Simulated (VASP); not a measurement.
# ZnAu (Pm-3m) in VASP: further runs, part 2 of 2

VASP 6.6.1. Earlier steps stand in the parts before.

## Step 3: Electric field gradients, PBE (volume scaled by 1.03)

File INCAR:

```
SYSTEM = ZnAu
PREC = Accurate
ENCUT = 520
EDIFF = 1E-8
ISMEAR = -1
SIGMA = 0.05
LREAL = .FALSE.
LASPH = .TRUE.
NELM = 100
ALGO = Normal
ISIF = 2
LWAVE = .FALSE.
LCHARG = .FALSE.
GGA = PE
LEFG = .TRUE.
NBANDS = 18
```

File KPOINTS:

```
Automatic mesh
0
G
  13 13 13
  0 0 0
```

File POSCAR:

```
ZnAu
1.0
    3.1781604424      0.0000000000      0.0000000000
    0.0000000000      3.1781604424      0.0000000000
    0.0000000000      0.0000000000      3.1781604424
Zn Au
1 1
Direct
    0.5000000000      0.5000000000      0.5000000000
    0.0000000000      0.0000000000      0.0000000000
```

Potentials or basis: VASP PAW PBE potentials, release 64 (Zn, Au).

Launch:

```
cat potpaw_PBE.64/Zn/POTCAR potpaw_PBE.64/Au/POTCAR > POTCAR
mpirun -np 1 vasp_std > vasp.out
```

OUTCAR:

```text
SYSTEM = ZnAu
   PREC = Accurate
   ENCUT = 520
   EDIFF = 1E-8
   ISMEAR = -1
   LREAL = .FALSE.
   LASPH = .TRUE.
   NELM = 100
   ISIF = 2
   GGA = PE

 ion  position               nearest neighbor table
   1  0.500  0.500  0.500-   2 2.75   2 2.75   2 2.75   2 2.75   2 2.75   2 2.75   2 2.75   2 2.75

   2  0.000  0.000  0.000-   1 2.75   1 2.75   1 2.75   1 2.75   1 2.75   1 2.75   1 2.75   1 2.75

  LATTYP: Found a simple cubic cell.
 ALAT       =     3.1781604424

  Lattice vectors:

 A1 = (   3.1781604424,   0.0000000000,   0.0000000000)
 A2 = (   0.0000000000,   3.1781604424,   0.0000000000)
 A3 = (   0.0000000000,   0.0000000000,   3.1781604424)

Analysis of symmetry for initial positions (statically):
=====================================================================
 Subroutine PRICEL returns:
 Original cell was already a primitive cell.

 Routine SETGRP: Setting up the symmetry group for a
 simple cubic supercell.

 Subroutine GETGRP returns: Found 48 space group operations
 (whereof 48 operations were pure point group operations)
 out of a pool of 48 trial point group operations.

The static configuration has the point symmetry O_h .

Analysis of symmetry for dynamics (positions and initial velocities):
=====================================================================
 Subroutine PRICEL returns:
 Original cell was already a primitive cell.

 Routine SETGRP: Setting up the symmetry group for a
 simple cubic supercell.

 Subroutine GETGRP returns: Found 48 space group operations
 (whereof 48 operations were pure point group operations)
 out of a pool of 48 trial point group operations.

[... 151 lines left out ...]
 cond. band min:       6.7748449994   @ k =   0.4615   0.3077   0.3077
 fundamental gap:      0.0378928738
 Fermi energy:         6.7692145185

 k-point     1 :       0.0000    0.0000    0.0000
  band No.  band energies     occupation
      1      -3.6091      2.00000
      2      -1.2517      2.00000
      3      -1.2517      2.00000
      4      -0.6275      2.00000
      5      -0.6275      2.00000
      6      -0.6275      2.00000
[... 481 lines left out ...]
      5      -0.5266      2.00000
      6       0.2697      2.00000
[... 10 lines left out ...]
     17      20.4425      0.00000
     18      20.6149      0.00000

 [... further k-points ...]
[... 5 lines left out ...]
  --------------------------------------------------------------------------------------
  -------------------------------------------------------------------------------------
  Total        0.2143022      0.2143022      0.2143022      0.0000000     -0.0000000      0.0000000
  in kB       10.6957130     10.6957130     10.6957130      0.0000000     -0.0000000      0.0000000
  external PRESSURE =      10.6957130 kB  Pullay stress =       0.0000000 kB

 VOLUME and BASIS-vectors are now :
 -----------------------------------------------------------------------------
  energy-cutoff  :      520.00
  volume of cell :       32.10
      direct lattice vectors                 reciprocal lattice vectors
     3.178160442  0.000000000  0.000000000     0.314647425  0.000000000  0.000000000
     0.000000000  3.178160442  0.000000000     0.000000000  0.314647425  0.000000000
     0.000000000  0.000000000  3.178160442     0.000000000  0.000000000  0.314647425

 POSITION                                       TOTAL-FORCE (eV/Angst)
 -----------------------------------------------------------------------------------
      1.58908      1.58908      1.58908         0.000000      0.000000      0.000000
      0.00000      0.00000      0.00000         0.000000      0.000000      0.000000
 -----------------------------------------------------------------------------------
    total drift:                                0.000000      0.000000     -0.000000

  FREE ENERGIE OF THE ION-ELECTRON SYSTEM (eV)
  ---------------------------------------------------
  free  energy   TOTEN  =        -4.7493842078 eV

  energy  without entropy=       -4.7429858552  energy(sigma->0) =       -4.74618503

 Electric field gradients (V/A^2)
---------------------------------------------------------------------
 ion       V_xx      V_yy      V_zz      V_xy      V_xz      V_yz
---------------------------------------------------------------------
   1      -0.000    -0.000    -0.000     0.000     0.000     0.000
   2       0.000     0.000     0.000     0.000    -0.000    -0.000
---------------------------------------------------------------------

 Electric field gradients after diagonalization (V/A^2)
 (convention: |V_zz| > |V_xx| > |V_yy|)
----------------------------------------------------------------------
 ion       V_xx      V_yy      V_zz     asymmetry (V_yy - V_xx)/ V_zz
----------------------------------------------------------------------
   1      -0.000    -0.000    -0.000      -0.023
   2       0.000     0.000     0.000      -0.049
----------------------------------------------------------------------

           NMR quadrupolar parameters

 Cq : quadrupolar parameter    Cq=e*Q*V_zz/h
 eta: asymmetry parameters     (V_yy - V_xx)/ V_zz
 Q  : nuclear electric quadrupole moment in mb (millibarn)
----------------------------------------------------------------------
 ion       Cq(MHz)       eta       Q (mb)
----------------------------------------------------------------------
   1      -0.000      -0.023       1.000
   2       0.000      -0.049       1.000
----------------------------------------------------------------------
```

Run time: 25 s. Hardware: 1 thread of Intel Xeon Platinum 8259CL at 2.50GHz (Skylake/Cascade Lake), shared host; peak memory 0.17 GiB.

Results:

```
Free energy : -4.7494 eV
Pressure    : 1.1 GPa
```

Caveat: without QUAD_EFG the Cq values of the log hold for a quadrupole moment of 1 mb, not for the nuclei; spin-orbit coupling is left out, which moves the levels of the heavy elements.
